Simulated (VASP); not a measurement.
Here is a VASP 6.6.1 calculation.

Contents of INCAR:

```
SYSTEM = Ge
PREC = Accurate
ENCUT = 520
EDIFF = 1E-7
ISMEAR = -1
SIGMA = 0.05
LREAL = .FALSE.
LASPH = .TRUE.
NELM = 80
ALGO = Normal
ISIF = 2
LWAVE = .FALSE.
LCHARG = .FALSE.
GGA = PE
NBANDS = 36
```

KPOINTS

```
regular mesh
0
G
  8 8 3
  0 0 0
```

POSCAR

```
Ge
1.0
    4.0504045371      0.0000000000      0.0000000000
   -2.0252022685      3.5077532247      0.0000000000
    0.0000000000      0.0000000000     10.9933590000
Ge
4
Direct
    0.6666666667      0.3333333333      0.4148480000
    0.3333333333      0.6666666667      0.9148480000
    0.0000000000      0.0000000000      0.4774520000
    0.0000000000      0.0000000000      0.9774520000
```

Potentials or basis: VASP PAW PBE potentials, release 64 (Ge_d).

The run is started by

```console
$ cat potpaw_PBE.64/Ge_d/POTCAR > POTCAR
$ mpirun -np 1 vasp_std > vasp.out
```

Q: What does it give for the largest force?

A: 0.025 eV/Å.

Q: What does it give for the pressure?

A: -0.3 GPa.

Forces in eV/Å, atoms in the order of the input:
```
Ge   0.000  0.000  0.025
Ge   0.000  0.000  0.025
Ge   0.000  0.000 -0.025
Ge   0.000  0.000 -0.025
```
